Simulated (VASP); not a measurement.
Runs of VASP 6.6.1 on InP. The structure is that of space group I-4m2 (No. 119), or close to it. The cells are those of the table. 

```tsv
cell	gap on the mesh (eV)	pressure (GPa)
a = 4.163, b = 4.163, c = 4.333 Å, angles 58.6, 58.6, 62.7°, 2 atoms	0.19	-0.2
a = 4.478, b = 4.478, c = 3.861 Å, angles 64.5, 64.5, 51.1°, 2 atoms	none	(a)
a = 4.106, b = 4.106, c = 4.578 Å, angles 56.1, 56.1, 67.8°, 2 atoms	(b)	-1.3
a = 4.103, b = 4.103, c = 4.865 Å, angles 53.6, 53.6, 72.7°, 2 atoms	none	-3.7
a = 4.598, b = 4.598, c = 3.755 Å, angles 65.9, 65.9, 48.2°, 2 atoms	none	-1.2
a = 4.380, b = 4.380, c = 3.966 Å, angles 63.1, 63.1, 53.8°, 2 atoms	none	-0.6
a = 4.292, b = 4.292, c = 4.083 Å, angles 61.6, 61.6, 56.8°, 2 atoms	0.22	-0.2
a = 4.129, b = 4.129, c = 4.449 Å, angles 57.4, 57.4, 65.2°, 2 atoms	(c)	-0.6
a = 4.097, b = 4.097, c = 4.731 Å, angles 54.7, 54.7, 70.5°, 2 atoms	none	-2.5
```

Alike in all rows: task single point; level PBE; potentials or basis VASP PAW PBE potentials, release 64 (In_d, P); no spin polarisation; k mesh 12 × 12 × 12; cutoff (eV) 520; smearing gaussian 0.05 eV.

Estimate the missing entries.

(a) -0.9; (b) 0.18; (c) 0.04.

Caveats: spin-orbit coupling is left out, which moves the levels of the heavy elements; semilocal functionals underestimate gaps, so a narrow gap can read as zero (at least some runs); the cell stands under tension (at least some runs).

A k mesh can miss the band edges, and the runs leave out spin-orbit coupling on In.

A gap of «none» marks levels without a gap at the run's occupations.
